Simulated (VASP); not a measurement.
Set up this calculation in VASP 6.6.1, as the native input.

| Quantity | Value |
| --- | --- |
| Task | single point |
| Functional | PBEsol |
| Potentials or basis | VASP PAW PBE potentials, release 64 (Pt) |
| Cutoff | 520 eV |
| k mesh | 24 × 24 × 24 |
| Occupations | gaussian, width 0.1 eV |
| Spin | no spin polarisation |
| Dipole correction | no |
| Further INCAR settings | ALGO = Fast; EDIFF = 1e-07; NBANDS = 11 |

The structure of Pt lies in POSCAR:

```
Pt
1.0
    0.0000000000      1.9590675901      1.9590675901
    1.9590675901      0.0000000000      1.9590675901
    1.9590675901      1.9590675901      0.0000000000
Pt
1
Direct
    0.0000000000      0.0000000000      0.0000000000
```

One way to write it, as run:

INCAR

```
ALGO = Fast
EDIFF = 1E-7
ENCUT = 520
GGA = PS
ISIF = 2
ISMEAR = 0
LASPH = True
LCHARG = False
LREAL = False
LWAVE = False
NBANDS = 11
NELM = 100
PREC = Accurate
SIGMA = 0.1
```

KPOINTS

```
k-points
0
Gamma
  24 24 24
```

Potentials or basis: VASP PAW PBE potentials, release 64 (Pt).

Command:

```bash
$ cat potpaw_PBE.64/Pt/POTCAR > POTCAR
$ mpirun -np 1 vasp_std > vasp.out
```

It gave:

The pressure is -0.4 GPa and the band gap on the k mesh is zero (band 5 reaches 11.65 eV, above the bottom of band 6 at 9.41 eV).

Caveat: the PAW data sets were made with another functional, which shifts forces and pressure a little; spin-orbit coupling is left out, which moves the levels of the heavy elements.

It took 60 s on 1 thread of Intel(R) Xeon(R) Platinum 8259CL CPU @ 2.50GHz (Skylake/Cascade Lake), on a shared host, peak memory 0.2 GiB.
